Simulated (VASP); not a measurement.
# SrO (Fm-3m) in VASP: further runs, part 2 of 2

VASP 6.6.1.

## Step 3: Single point, BLYP+D4

This run uses another cell than the first one, of 17.92 Å³/atom, 1.019 times its volume.

The input, INCAR:

```
SYSTEM = SrO
AGGAC = 1.0
AGGAX = 1.0
ALDAC = 0.0
ALDAX = 1.0
ALGO = Normal
EDIFF = 1E-6
ENCUT = 520
GGA = B5
ISIF = 2
ISMEAR = -1
IVDW = 13
LASPH = .TRUE.
LCHARG = .FALSE.
LREAL = .FALSE.
LWAVE = .FALSE.
NBANDS = 15
NELM = 60
PREC = Accurate
SIGMA = 0.05
VDW_A1 = 0.44488865
VDW_A2 = 4.0933009
VDW_S6 = 1.0
VDW_S8 = 2.34076671
```

The input, KPOINTS:

```
k-points
0
G
  9 9 9
  0 0 0
```

The input, POSCAR:

```
SrO
1.0
    0.0000000000      2.6166323862      2.6166323862
    2.6166323862      0.0000000000      2.6166323862
    2.6166323862      2.6166323862      0.0000000000
Sr O
1 1
Direct
    0.5000000000      0.5000000000      0.5000000000
    0.0000000000      0.0000000000      0.0000000000
```

Potentials or basis: VASP PAW PBE potentials, release 64 (Sr_sv, O).

Run with:

```console
cat potpaw_PBE.64/Sr_sv/POTCAR potpaw_PBE.64/O/POTCAR > POTCAR
mpirun -np 1 vasp_std > vasp.out
```

OUTCAR:

```text
SYSTEM = SrO
   EDIFF = 1E-6
   ENCUT = 520
   GGA = B5
   ISIF = 2
   ISMEAR = -1
   IVDW = 13
   LASPH = .TRUE.
   LREAL = .FALSE.
   NELM = 60
   PREC = Accurate

 ion  position               nearest neighbor table
   1  0.500  0.500  0.500-   2 2.62   2 2.62   2 2.62   2 2.62   2 2.62   2 2.62
   2  0.000  0.000  0.000-   1 2.62   1 2.62   1 2.62   1 2.62   1 2.62   1 2.62

  LATTYP: Found a face centered cubic cell.
 ALAT       =     5.2332647724

  Lattice vectors:

 A1 = (   0.0000000000,   2.6166323862,   2.6166323862)
 A2 = (   2.6166323862,   0.0000000000,   2.6166323862)
 A3 = (   2.6166323862,   2.6166323862,   0.0000000000)

Analysis of symmetry for initial positions (statically):
=====================================================================
 Subroutine PRICEL returns:
 Original cell was already a primitive cell.

 Routine SETGRP: Setting up the symmetry group for a
 face centered cubic supercell.

 Subroutine GETGRP returns: Found 48 space group operations
[... 9 lines left out ...]

 Routine SETGRP: Setting up the symmetry group for a
 face centered cubic supercell.

 Subroutine GETGRP returns: Found 48 space group operations
[... 11 lines left out ...]
                                     Primitive cell

  volume of cell :      35.8309

  direct lattice vectors                    reciprocal lattice vectors
     0.000000000  2.616632386  2.616632386    -0.191085306  0.191085306  0.191085306
     2.616632386  0.000000000  2.616632386     0.191085306 -0.191085306  0.191085306
     2.616632386  2.616632386  0.000000000     0.191085306  0.191085306 -0.191085306

  length of vectors
     3.700477008  3.700477008  3.700477008     0.330969458  0.330969458  0.330969458

  position of ions in fractional coordinates (direct lattice)
     0.500000000  0.500000000  0.500000000
     0.000000000  0.000000000  0.000000000

  ion indices of the primitive-cell ions
   primitive index   ion index
                 1           1
                 2           2

----------------------------------------------------------------------------------------

 KPOINTS: k-points
[... 96 lines left out ...]
   IVDW    =    13    specifies the selected vdW correction
   LEPSILON=     F    determine dielectric tensor
   LRPA    =     F    only Hartree local field effects (RPA)
 non-spin polarized calculation
  energy-cutoff  :      520.00
  volume of cell :       35.83
 maximum number of plane-waves:       981
   NGX = 13   NGY = 13   NGZ = 13

 number of electron      16.0000003 magnetization

 Free energy of the ion-electron system (eV)
  ---------------------------------------------------
  ext. energy  EPLUGINS =         0.00000000
  ---------------------------------------------------
  free energy    TOTEN  =       -11.49992253 eV

  energy without entropy =      -11.49992253  energy(sigma->0) =      -11.49992253

 E-fermi :   2.7949     XC(G=0):  -9.3275

 val. band max:        1.7688622335   @ k =   0.0000   0.0000   0.0000
 cond. band min:       5.2365623979   @ k =   0.4444   0.4444   0.0000
 fundamental gap:      3.4677001644
 Fermi energy:         2.7949039423

 k-point     1 :       0.0000    0.0000    0.0000
  band No.  band energies     occupation
      1     -30.8390      2.00000
      2     -13.1538      2.00000
      3     -12.5664      2.00000
      4     -12.5664      2.00000
      5     -12.5664      2.00000
      6       1.7689      2.00000
      7       1.7689      2.00000
      8       1.7689      2.00000
      9       5.6206      0.00000
     10       7.8574      0.00000
     11       7.8574      0.00000
     12       7.8574      0.00000
     13       9.8982      0.00000
     14       9.8982      0.00000
[... 401 lines left out ...]
      2     -13.5598      2.00000
      3     -12.8656      2.00000
      4     -12.8617      2.00000
      5     -12.8617      2.00000
      6       1.1904      2.00000
      7       1.6484      2.00000
      8       1.6484      2.00000
      9       5.2366      0.00000
     10       9.1144      0.00000
     11      11.4795      0.00000
     12      11.9241      0.00000
     13      12.1660      0.00000
     14      12.1660      0.00000
     15      15.1536      0.00000

 [... further k-points ...]

------------------------ aborting loop because EDIFF is reached ----------------------------------------

  DFT-D4 for vdW energy calculation

  Edisp (eV):   -0.58459

  FORCE on cell =-STRESS in cart. coord.  units (eV):
  Direction    XX          YY          ZZ          XY          YZ          ZX
  --------------------------------------------------------------------------------------
  -------------------------------------------------------------------------------------
  Total      -0.38503    -0.38503    -0.38503    -0.00000     0.00000     0.00000
  in kB     -17.21674   -17.21674   -17.21674    -0.00000     0.00000     0.00000
  external pressure =      -17.22 kB  Pullay stress =        0.00 kB

 VOLUME and BASIS-vectors are now :
 -----------------------------------------------------------------------------
  energy-cutoff  :      520.00
  volume of cell :       35.83
      direct lattice vectors                 reciprocal lattice vectors
     0.000000000  2.616632386  2.616632386    -0.191085306  0.191085306  0.191085306
     2.616632386  0.000000000  2.616632386     0.191085306 -0.191085306  0.191085306
     2.616632386  2.616632386  0.000000000     0.191085306  0.191085306 -0.191085306

 POSITION                                       TOTAL-FORCE (eV/Angst)
 -----------------------------------------------------------------------------------
      2.61663      2.61663      2.61663        -0.000000     -0.000000     -0.000000
      0.00000      0.00000      0.00000         0.000000      0.000000      0.000000
 -----------------------------------------------------------------------------------
    total drift:                                0.000000      0.000000      0.000000

  FREE ENERGIE OF THE ION-ELECTRON SYSTEM (eV)
  ---------------------------------------------------
  free  energy   TOTEN  =       -12.0845098807 eV

  energy  without entropy=      -12.0845098806  energy(sigma->0) =      -12.08450988
```

Wall time 22 s (1 thread of Intel Xeon Platinum 8375C at 2.90GHz (Ice Lake), shared host); peak memory 0.16 GiB.

Results:

| Property | Result |
| --- | --- |
| Free energy | -12.0845 eV |
| Pressure | -1.7 GPa |
| Band gap on the k mesh | 3.47 eV, indirect (least direct gap 3.59 eV) |
| Dispersion energy per atom | -0.292 eV |

Caveat: the PAW data sets were made with another functional, which shifts forces and pressure a little. A k mesh can miss the band edges.
